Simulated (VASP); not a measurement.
A run of VASP 6.6.1 is set up as follows.

The input INCAR:

```
PREC = Accurate
ENCUT = 520
EDIFF = 1E-6
ISMEAR = -1
SIGMA = 0.1
LREAL = F
LASPH = T
NELM = 100
ALGO = Normal
ISIF = 2
LWAVE = F
LCHARG = T
GGA = PS
LELF = T
LVHAR = T
NBANDS = 22
```

Contents of KPOINTS:

```
regular mesh
0
Gamma
  4 4 4
```

File POSCAR:

```
LuSe
1.0
    0.0000000000      2.7880000000      2.7880000000
    2.7880000000      0.0000000000      2.7880000000
    2.7880000000      2.7880000000      0.0000000000
Lu Se
1 1
Direct
    0.0000000000      0.0000000000      0.0000000000
    0.5000000000      0.5000000000      0.5000000000
```

Potentials or basis: VASP PAW PBE potentials, release 64 (Lu, Se).

Launch:

```console
$ cat potpaw_PBE.64/Lu/POTCAR potpaw_PBE.64/Se/POTCAR > POTCAR
$ mpirun -np 1 vasp_std > vasp.out
```

Problem. Estimate the pressure.

Solution. -0.7 GPa.

Caveat: the k points lie up to 0.49 Å⁻¹ apart; the PAW data sets were made with another functional, which shifts forces and pressure a little.
